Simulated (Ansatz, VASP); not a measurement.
CaSe in VASP and in Ansatz

```
Ca Se
1.0
     0.00000    2.97899    2.97899
     2.97899    0.00000    2.97899
     2.97899    2.97899    0.00000
Ca Se
1 1
Cartesian
  0.0000 0.0000 0.0000
  2.9790 2.9790 2.9790
```

Alike in both runs: functional PBE; k mesh 8 × 8 × 8; occupations gaussian, width 0.02 eV; no spin polarisation.

Ansatz relaxed the structure, and its values are those at the end. VASP's run is a single point on that final structure, the one shown.

|  | VASP | Ansatz |
| --- | --- | --- |
| version | VASP 6.6.1 | Ansatz 0.2.0 |
| potentials or method | VASP PAW PBE potentials, release 64 (Ca_sv, Se), cutoff 500 eV | scalar-relativistic, plane waves, PAW |
| valence electrons in the cell | 16 | 26 |

Ansatz gave:

```
gap on the k mesh at the Fermi level (eV) : 2.08
least direct gap on the mesh (eV)         : 2.99
pressure (GPa)                            : 0.0
```

What did VASP give for the same quantities?

gap on the k mesh at the Fermi level (eV): 2.07; least direct gap on the mesh (eV): 2.99; pressure (GPa): 0.2.

The functional is the same, so the differences come from potentials, cutoffs and numerics. VASP's potentials hold 16 valence electrons a cell and Ansatz's 26, so a difference there can come from the potentials and not from the codes.
